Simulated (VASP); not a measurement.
A run of VASP 6.6.1 is set up as follows.

INCAR

```
ALGO = Normal
EDIFF = 1E-6
ENCUT = 520
GGA = PE
ISIF = 2
ISMEAR = 0
LASPH = True
LCHARG = False
LREAL = False
LWAVE = False
NBANDS = 26
NELM = 100
PREC = Accurate
SIGMA = 0.1
```

The input KPOINTS:

```
k-points
0
Gamma
  4 4 4
```

File POSCAR:

```
Si
1.0
   -3.3278250000      3.3278250000      3.3278250000
    3.3278250000     -3.3278250000      3.3278250000
    3.3278250000      3.3278250000     -3.3278250000
Si
8
Direct
    0.2031140000      0.5000000000      0.0000000000
    0.0000000000      0.2031140000      0.5000000000
    0.5000000000      0.0000000000      0.2031140000
    0.2968860000      0.2968860000      0.2968860000
    0.7968860000      0.5000000000      0.0000000000
    0.0000000000      0.7968860000      0.5000000000
    0.5000000000      0.0000000000      0.7968860000
    0.7031140000      0.7031140000      0.7031140000
```

Potentials or basis: VASP PAW PBE potentials, release 64 (Si).

The run is started by

```bash
$ cat potpaw_PBE.64/Si/POTCAR > POTCAR
$ mpirun -np 1 vasp_std > vasp.out
```

(1) What does it give for the band gap on the k mesh?

(2) Estimate the pressure.

Answers

(1) zero (filled and empty bands touch).

(2) 0.0 GPa.
